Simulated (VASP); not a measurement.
A run of VASP 6.6.1 is set up as follows.

File INCAR:

```
ALGO = Normal ; EDIFF = 1E-6
EDIFFG = -0.04 ; ENCUT = 600
GGA = PE ; IBRION = 2
ISIF = 3 ; ISMEAR = 0
LASPH = True ; LCHARG = False
LREAL = False ; LWAVE = False
NELM = 100 ; NSW = 90
PREC = Accurate ; SIGMA = 0.1
```

KPOINTS

```
k-points
0
Gamma
  6 6 2
```

The input POSCAR:

```
SiC2
1.0
    3.2278011793      0.0000000000      0.0000000000
   -1.6139005897      2.7953578197      0.0000000000
    0.0000000000      0.0000000000     13.7205408527
Si C
2 4
Direct
    0.3333333333      0.6666666667      0.5000000000
    0.6666666667      0.3333333333      0.5000000000
    0.3333333333      0.6666666667      0.8340867867
    0.3333333333      0.6666666667      0.1659132133
    0.6666666667      0.3333333333      0.8340867867
    0.6666666667      0.3333333333      0.1659132133
```

Potentials or basis: VASP PAW PBE potentials, release 64 (Si, C).

Command:

```sh
$ cat potpaw_PBE.64/Si/POTCAR potpaw_PBE.64/C/POTCAR > POTCAR
$ mpirun -np 1 vasp_std > vasp.out
```

Problem. Estimate the band gap on the k mesh.

Solution. Zero (band 12 reaches 1.02 eV, above the bottom of band 13 at 0.38 eV).

Problem. Predict the relaxed cell.

Solution. a = 3.243 Å, b = 3.243 Å, c = 13.709 Å, α = 90.00°, β = 90.00°, γ = 120.00°.

The path:
```csv
step,energy change (eV),largest force (eV/Å),pressure (GPa),volume (Å³)
1,0.0000,0.0054,0.90,123.80
2,-0.0011,0.0048,-0.95,125.88
3,-0.0055,0.0049,-0.09,124.88
```

Caveat: the k points lie up to 0.37 Å⁻¹ apart in the final cell.
